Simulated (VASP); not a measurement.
A run of VASP 6.6.1:

Contents of INCAR:

```
SYSTEM = TiO2
PREC = Accurate ; ENCUT = 520
EDIFF = 1E-7 ; ISMEAR = -1
SIGMA = 0.05 ; LREAL = .False.
LASPH = .True. ; NELM = 150
ALGO = Normal ; ISIF = 2
LWAVE = .False. ; LCHARG = .False.
LMAXMIX = 4 ; LDAU = .True.
LDAUTYPE = 2 ; LDAUL = 2 -1
LDAUU = 6 0 ; LDAUJ = 0 0
LDAUPRINT = 1 ; GGA = PS
NBANDS = 33
```

KPOINTS

```
Automatic mesh
0
Gamma
  10 10 10
  0 0 0
```

POSCAR

```
TiO2
1.0
   -1.8921000000      1.8921000000      4.7573000000
    1.8921000000     -1.8921000000      4.7573000000
    1.8921000000      1.8921000000     -4.7573000000
Ti O
2 4
Direct
    0.7500000000      0.2500000000      0.5000000000
    0.0000000000      0.0000000000      0.0000000000
    0.7919000000      0.7919000000      0.0000000000
    0.5419000000      0.0419000000      0.5000000000
    0.9581000000      0.4581000000      0.5000000000
    0.2081000000      0.2081000000      0.0000000000
```

Potentials or basis: VASP PAW PBE potentials, release 64 (Ti_sv, O).

Run with:

```bash
$ cat potpaw_PBE.64/Ti_sv/POTCAR potpaw_PBE.64/O/POTCAR > POTCAR
$ mpirun -np 1 vasp_std > vasp.out
```

Hardware: 1 thread of Intel(R) Xeon(R) 6975P-C (Granite Rapids), with other jobs on the host.

How long does it take, and how much memory?

Run time: 3.8 min on 1 thread of Intel(R) Xeon(R) 6975P-C (Granite Rapids), on a shared host, peak memory 0.36 GiB. Counts: scf iterations 18, k points 102.
